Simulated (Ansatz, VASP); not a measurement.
C in VASP and in Ansatz

File POSCAR:

```
C
1.0
    2.4520954136      0.0000000000      0.0000000000
   -1.2260477068      2.1235769207      0.0000000000
    0.0000000000      0.0000000000      4.0837664476
C
4
Direct
    0.3333333333      0.6666666667      0.0002313166
    0.6666666667      0.3333333333      0.5002313166
    0.3333333333      0.6666666667      0.3747686834
    0.6666666667      0.3333333333      0.8747686834
```

Contents of INCAR.step1:

```
SYSTEM = C
PREC = Accurate ; ENCUT = 520
ISMEAR = 0 ; SIGMA = 0.01
LREAL = .FALSE. ; LASPH = .TRUE.
NELM = 100 ; NBANDS = 16
GGA = PE ; ALGO = Normal
EDIFF = 1E-4 ; LWAVE = .TRUE.
LCHARG = .FALSE.
```

Contents of INCAR.step2:

```
SYSTEM = C
PREC = Accurate ; ENCUT = 520
EDIFF = 1E-6 ; ISMEAR = 0
SIGMA = 0.01 ; LREAL = .FALSE.
LASPH = .TRUE. ; NELM = 100
ALGO = Normal ; ISIF = 2
LWAVE = .FALSE. ; LCHARG = .FALSE.
METAGGA = R2SCAN ; LMIXTAU = .TRUE.
NBANDS = 16 ; ISTART = 1
```

Contents of KPOINTS:

```
regular mesh
0
G
  9 9 6
  0 0 0
```

Input for Ansatz:

```yaml
crystal:
  lattice:
    - [2.4520954136, 0.0, 0.0]
    - [-1.2260477068, 2.1235769207, 0.0]
    - [0.0, 0.0, 4.0837664476]
  atoms:
    - { symbol: C, position: [0.3333333333, 0.6666666667, 0.0002313166] }
    - { symbol: C, position: [0.6666666667, 0.3333333333, 0.5002313166] }
    - { symbol: C, position: [0.3333333333, 0.6666666667, 0.3747686834] }
    - { symbol: C, position: [0.6666666667, 0.3333333333, 0.8747686834] }
kpoints:
  mp_grid: { grid: [9, 9, 6] }
hamiltonian:
  xc: r2scan
scf:
  occupations: { method: fixed }
  n_extra_bands: 5
output:
  forces: true
  stress: true
  eigenvalues: true
```

Alike in both runs: task single point; functional r2SCAN; k mesh 9 × 9 × 6; no spin polarisation.

|  | VASP | Ansatz |
| --- | --- | --- |
| version | VASP 6.6.1 | Ansatz 0.2.0 |
| potentials or method | VASP PAW PBE potentials, release 64 (C) | plane waves, PAW |
| plane-wave cutoff (eV) | 520 | 500 |
| occupations | gaussian, width 0.01 eV | fixed |
| valence electrons in the cell | 16 | 16 |

VASP gave:

| Property | Result |
| --- | --- |
| gap on the k mesh at the Fermi level (eV) | 3.35 |
| rms of the force components (eV/Å) | 0.053 |

Q: What did Ansatz give for the same quantities?

A: gap on the k mesh at the Fermi level (eV): 3.39; rms of the force components (eV/Å): 0.047.

VASP's potentials were made for PBE, not for r2SCAN. Atom by atom the forces differ by 0.006 eV/Å (rms over components).
